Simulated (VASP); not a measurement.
# TiAl (P-6m2) in VASP: a series of runs, part 2 of 2

VASP 6.6.1.

**3. Single point, PBE**

This run uses another cell than the first one, of the same volume but with other edges.

Contents of INCAR:

```
SYSTEM = TiAl
PREC     = Accurate       ! precision mode
ENCUT    = 520            ! plane-wave cutoff, eV
EDIFF    = 1E-7           ! SCF threshold, eV
ISMEAR   = 0              ! smearing method
SIGMA    = 0.15           ! smearing width, eV
LREAL    = .False.        ! projectors in reciprocal space
LASPH    = .True.         ! aspherical terms in the spheres
NELM     = 80             ! most SCF steps
ALGO     = Normal         ! electronic algorithm
ISIF     = 2              ! what is computed and relaxed
LWAVE    = .False.        ! write WAVECAR
LCHARG   = .False.        ! write CHGCAR
GGA      = PE             ! functional
NBANDS   = 14             ! bands
```

Contents of KPOINTS:

```
regular mesh
0
Gamma
  18 18 10
  0 0 0
```

Contents of POSCAR:

```
TiAl
1.0
    2.7729000000      0.0000000000      0.0000000000
   -1.3864500000      2.4014018422      0.0000000000
    0.0000000000      0.0000000000      4.7414000000
Ti Al
1 1
Direct
    0.0000000000      0.0000000000      0.0000000000
    0.3333333333      0.6666666667      0.5000000000
```

Potentials or basis: VASP PAW PBE potentials, release 64 (Ti_sv, Al).

Run with:

```sh
$ cat potpaw_PBE.64/Ti_sv/POTCAR potpaw_PBE.64/Al/POTCAR > POTCAR
$ mpirun -np 1 vasp_std > vasp.out
```

OUTCAR:

```text
SYSTEM = TiAl
   PREC = Accurate
   ENCUT = 520
   EDIFF = 1E-7
   ISMEAR = 0
   LREAL = .False.
   LASPH = .True.
   NELM = 80
   ISIF = 2
   GGA = PE

 ion  position               nearest neighbor table
   1  0.000  0.000  0.000-   2 2.86   2 2.86   2 2.86   2 2.86   2 2.86   2 2.86
   2  0.333  0.667  0.500-   1 2.86   1 2.86   1 2.86   1 2.86   1 2.86   1 2.86

  LATTYP: Found a hexagonal cell.
 ALAT       =     2.7729000000
 C/A-ratio  =     1.7099065960

  Lattice vectors:

 A1 = (   2.7729000000,   0.0000000000,   0.0000000000)
 A2 = (  -1.3864500000,   2.4014018422,   0.0000000000)
 A3 = (   0.0000000000,   0.0000000000,   4.7414000000)

Analysis of symmetry for initial positions (statically):
=====================================================================
 Subroutine PRICEL returns:
 Original cell was already a primitive cell.

 Routine SETGRP: Setting up the symmetry group for a
 hexagonal supercell.

 Subroutine GETGRP returns: Found 12 space group operations
 (whereof 12 operations were pure point group operations)
 out of a pool of 24 trial point group operations.

The static configuration has the point symmetry D_3h.

Analysis of symmetry for dynamics (positions and initial velocities):
=====================================================================
 Subroutine PRICEL returns:
 Original cell was already a primitive cell.

 Routine SETGRP: Setting up the symmetry group for a
 hexagonal supercell.

 Subroutine GETGRP returns: Found 12 space group operations
 (whereof 12 operations were pure point group operations)
 out of a pool of 24 trial point group operations.

The dynamic configuration has the point symmetry D_3h.

 Subroutine INISYM returns: Found 12 space group operations
 (whereof 12 operations are pure point group operations),
 and found     1 'primitive' translations

----------------------------------------------------------------------------------------

[... 116 lines left out ...]
   LORBIT       =      0    0 simple, 1 ext, 2 COOP (PROOUT), +10 PAW based schemes
   GGA     = PE    functional components
   LHFCALC =     F    Hartree Fock is set to
   AEXX    =    0.0000 exact exchange contribution
   IVDW    =     0    specifies the selected vdW correction
   LEPSILON=     F    determine dielectric tensor
   LRPA    =     F    only Hartree local field effects (RPA)
 non-spin polarized calculation
 Gauss-broadening in eV      SIGMA  =   0.15
  energy-cutoff  :      520.00
  volume of cell :       31.57
 maximum number of plane-waves:       864
 NGX is ok and might be reduce to    24

 number of electron      14.9999996 magnetization

 Free energy of the ion-electron system (eV)
  ---------------------------------------------------
  ext. energy  EPLUGINS =         0.00000000
  ---------------------------------------------------
  free energy    TOTEN  =       -12.03252764 eV

  energy without entropy =      -12.00963642  energy(sigma->0) =      -12.02108203

 E-fermi :   8.4866     XC(G=0): -11.1557

 val. band max:        8.4844504001   @ k =   0.2778   0.1111   0.5000
 cond. band min:       8.4891427931   @ k =   0.3333   0.3333   0.5000
 fundamental gap:      0.0046923930
 Fermi energy:         8.4866392964

 k-point     1 :       0.0000    0.0000    0.0000
  band No.  band energies     occupation
      1     -47.9458      2.00000
      2     -24.2777      2.00000
      3     -23.7363      2.00000
      4     -23.7363      2.00000
      5      -0.8457      2.00000
      6       5.9139      2.00000
      7       6.2136      2.00000
      8       9.8343      0.00000
      9       9.8343      0.00000
     10      11.5536      0.00000
     11      11.5536      0.00000
     12      12.0406      0.00000
     13      22.1916      0.00000
     14      22.1916      0.00000
[... 377 lines left out ...]
      1     -47.8057      2.00000
      2     -24.4675      2.00000
      3     -24.1463      2.00000
      4     -23.9670      2.00000
      5       4.1708      2.00000
      6       6.5956      2.00000
      7       6.8967      2.00000
      8       7.5958      2.00000
      9      10.2033      0.00000
     10      11.6986      0.00000
     11      12.6822      0.00000
     12      13.0804      0.00000
     13      14.2752      0.00000
     14      15.4317      0.00000

 [... further k-points ...]
[... 5 lines left out ...]
  --------------------------------------------------------------------------------------
  -------------------------------------------------------------------------------------
  Total        1.8007157      1.8007157     -0.0035335      0.0000000      0.0000000      0.0000000
  in kB       91.3797749     91.3797749     -0.1793112      0.0000000      0.0000000      0.0000000
  external PRESSURE =      60.8600795 kB  Pullay stress =       0.0000000 kB

 VOLUME and BASIS-vectors are now :
 -----------------------------------------------------------------------------
  energy-cutoff  :      520.00
  volume of cell :       31.57
      direct lattice vectors                 reciprocal lattice vectors
     2.772900000  0.000000000  0.000000000     0.360633272  0.208211717  0.000000000
    -1.386450000  2.401401842  0.000000000     0.000000000  0.416423433  0.000000000
     0.000000000  0.000000000  4.741400000     0.000000000  0.000000000  0.210908171

 POSITION                                       TOTAL-FORCE (eV/Angst)
 -----------------------------------------------------------------------------------
      0.00000      0.00000      0.00000         0.000000     -0.000000      0.000000
     -0.00000      1.60093      2.37070        -0.000000      0.000000      0.000000
 -----------------------------------------------------------------------------------
    total drift:                                0.000000     -0.000000      0.000000

  FREE ENERGIE OF THE ION-ELECTRON SYSTEM (eV)
  ---------------------------------------------------
  free  energy   TOTEN  =       -12.0325276412 eV

  energy  without entropy=      -12.0096364238  energy(sigma->0) =      -12.02108203
```

Wall time 49 s (1 thread of Intel Xeon Platinum 8488C (Sapphire Rapids), shared host); peak memory 0.23 GiB.

What came out:

```yaml
Free_energy: -12.0325 eV
Pressure: 6.1 GPa
```

**4. Single point, PBE**

This run uses another cell than the first one, of 15.88 Å³/atom, 1.008 times its volume.

Contents of INCAR:

```
ALGO = Fast
EDIFF = 1E-6
ENCUT = 520
GGA = PE
ISIF = 2
ISMEAR = 0
LASPH = True
LCHARG = True
LELF = True
LREAL = False
LVHAR = True
LWAVE = False
NBANDS = 14
NELM = 100
PREC = Accurate
SIGMA = 0.15
```

Contents of KPOINTS:

```
k-points
0
Gamma
  18 18 10
```

Contents of POSCAR:

```
TiAl
1.0
    2.8089000000      0.0000000000      0.0000000000
   -1.4044500000      2.4325787567      0.0000000000
    0.0000000000      0.0000000000      4.6484095146
Ti Al
1 1
Direct
    0.0000000000      0.0000000000      0.0000000000
    0.3333333333      0.6666666667      0.5000000000
```

Run with:

```sh
$ cat potpaw_PBE.64/Ti_sv/POTCAR potpaw_PBE.64/Al/POTCAR > POTCAR
$ mpirun -np 1 vasp_std > vasp.out
```

Wall time 2.1 min (1 thread of Intel Xeon Platinum 8488C (Sapphire Rapids), shared host); peak memory 0.22 GiB.

The run converged. Its results:

```yaml
Free_energy: -12.0655 eV
Pressure: 5.7 GPa
```

Stress tensor (GPa, compression positive):
```
6.75 0.00 0.00
0.00 6.75 0.00
0.00 0.00 3.63
```

Levels at points of the mesh, in eV from the Fermi level:
```csv
k point,band 3,band 4,band 5,band 6,band 7,band 8,band 9,band 10,band 11,band 12
"(0.00, 0.00, 0.00)",-32.27,-32.27,-9.21,-2.41,-1.99,1.34,1.34,2.97,2.97,3.95
"(0.50, 0.00, 0.00)",-32.64,-32.43,-3.81,-2.81,-1.66,-1.10,2.24,4.19,4.23,4.25
"(0.00, 0.00, 0.50)",-32.27,-32.27,-8.31,-5.42,-0.56,1.35,1.35,2.89,2.89,6.71
"(0.50, 0.00, 0.50)",-32.64,-32.43,-3.76,-2.48,-1.92,0.63,0.96,2.05,2.99,4.23
```

**5. Single point, PBE**

This run uses another cell than the first one, of 15.82 Å³/atom, 1.004 times its volume.

Contents of INCAR:

```
PREC = Accurate
ENCUT = 520
EDIFF = 1E-7
ISMEAR = 0
SIGMA = 0.15
LREAL = F
LASPH = T
NELM = 60
ALGO = Normal
ISIF = 2
LWAVE = F
LCHARG = F
GGA = PE
NBANDS = 14
```

Contents of KPOINTS:

```
Automatic mesh
0
Gamma
  18 18 10
```

Contents of POSCAR:

```
TiAl
1.0
    2.9890000000      0.0000000000      0.0000000000
   -1.4945000000      2.5885499319      0.0000000000
    0.0000000000      0.0000000000      4.0906000000
Ti Al
1 1
Direct
    0.0000000000      0.0000000000      0.0000000000
    0.3333333333      0.6666666667      0.5000000000
```

Run with:

```sh
$ cat potpaw_PBE.64/Ti_sv/POTCAR potpaw_PBE.64/Al/POTCAR > POTCAR
$ mpirun -np 1 vasp_std > vasp.out
```

Wall time 51 s (1 thread of Intel Xeon Platinum 8488C (Sapphire Rapids), shared host); peak memory 0.22 GiB.

The run converged. Its results:

- Free energy: -11.7999 eV
- Pressure: 10.3 GPa

Stress tensor (GPa, compression positive):
```
 2.90  0.00  0.00
 0.00  2.90  0.00
 0.00  0.00 25.10
```

Levels at points of the mesh, in eV from the Fermi level:
| k point | band 4 | band 5 | band 6 | band 7 | band 8 | band 9 | band 10 | band 11 | band 12 | band 13 |
| --- | --- | --- | --- | --- | --- | --- | --- | --- | --- | --- |
| (0.00, 0.00, 0.00) | -32.48 | -8.86 | -1.78 | -0.19 | 1.12 | 1.12 | 2.39 | 2.39 | 6.31 | 11.42 |
| (0.50, 0.00, 0.00) | -32.57 | -4.13 | -3.22 | -1.34 | -0.87 | 1.75 | 3.58 | 4.48 | 5.39 | 6.56 |
| (0.00, 0.00, 0.50) | -32.48 | -7.36 | -5.04 | 0.54 | 1.18 | 1.18 | 2.12 | 2.12 | 9.66 | 11.62 |
| (0.50, 0.00, 0.50) | -32.57 | -4.01 | -2.17 | -1.88 | 0.38 | 1.21 | 1.41 | 3.58 | 4.43 | 6.31 |

**6. Single point, PBE**

This run uses another cell than the first one, of 15.98 Å³/atom, 1.014 times its volume.

Contents of INCAR:

```
  PREC = Accurate
  ENCUT = 520
  EDIFF = 1E-6
  ISMEAR = 0
  SIGMA = 0.15
  LREAL = F
  LASPH = T
  NELM = 100
  ALGO = Fast
  ISIF = 2
  LWAVE = F
  LCHARG = F
  GGA = PE
  NBANDS = 14
```

Contents of KPOINTS:

```
regular mesh
0
Gamma
  18 18 10
```

Contents of POSCAR:

```
TiAl
1.0
    2.7369000000      0.0000000000      0.0000000000
   -1.3684500000      2.3702249276      0.0000000000
    0.0000000000      0.0000000000      4.9273000000
Ti Al
1 1
Direct
    0.0000000000      0.0000000000      0.0000000000
    0.3333333333      0.6666666667      0.5000000000
```

Potentials or basis: VASP PAW PBE potentials, release 64 (Ti_sv, Al).

Run with:

```sh
$ cat potpaw_PBE.64/Ti_sv/POTCAR potpaw_PBE.64/Al/POTCAR > POTCAR
$ mpirun -np 1 vasp_std > vasp.out
```

It took 2.1 min on 1 thread of Intel Xeon Platinum 8488C (Sapphire Rapids), shared host; peak memory 0.22 GiB.

The run converged. Its results:

| Property | Result |
| --- | --- |
| Free energy | -11.9482 eV |
| Pressure | 4.8 GPa |

Stress tensor (GPa, compression positive):
```
11.24  0.00  0.00
 0.00 11.24  0.00
 0.00  0.00 -8.22
```

Levels at points of the mesh, in eV from the Fermi level:
```csv
k point,band 3,band 4,band 5,band 6,band 7,band 8,band 9,band 10,band 11,band 12
"(0.00, 0.00, 0.00)",-32.24,-32.24,-9.44,-2.83,-2.68,1.30,1.30,2.83,3.12,3.12
"(0.50, 0.00, 0.00)",-32.70,-32.44,-3.75,-2.68,-1.78,-1.35,2.37,3.78,3.85,4.44
"(0.00, 0.00, 0.50)",-32.24,-32.24,-8.75,-5.62,-1.09,1.31,1.31,3.09,3.09,5.27
"(0.50, 0.00, 0.50)",-32.70,-32.44,-3.69,-2.63,-2.07,0.69,0.88,2.22,2.27,4.44
```

**7. Summary**

| cell | gap on the mesh (eV) | pressure (GPa) |
| --- | --- | --- |
| a = 2.917, b = 2.917, c = 4.277 Å, angles 90.0, 90.0, 120.0°, 2 atoms | none | 9.0 |
| a = 2.773, b = 2.773, c = 4.741 Å, angles 90.0, 90.0, 120.0°, 2 atoms | none | 6.1 |
| a = 2.809, b = 2.809, c = 4.648 Å, angles 90.0, 90.0, 120.0°, 2 atoms | none | 5.7 |
| a = 2.989, b = 2.989, c = 4.091 Å, angles 90.0, 90.0, 120.0°, 2 atoms | none | 10.3 |
| a = 2.737, b = 2.737, c = 4.927 Å, angles 90.0, 90.0, 120.0°, 2 atoms | none | 4.8 |

Alike in all rows: task single point; level PBE; potentials or basis VASP PAW PBE potentials, release 64 (Ti_sv, Al); no spin polarisation; k mesh 18 × 18 × 10; cutoff (eV) 520; smearing gaussian 0.15 eV.

Total energies depend on the potentials used, so only differences within one code and one set of settings carry meaning.
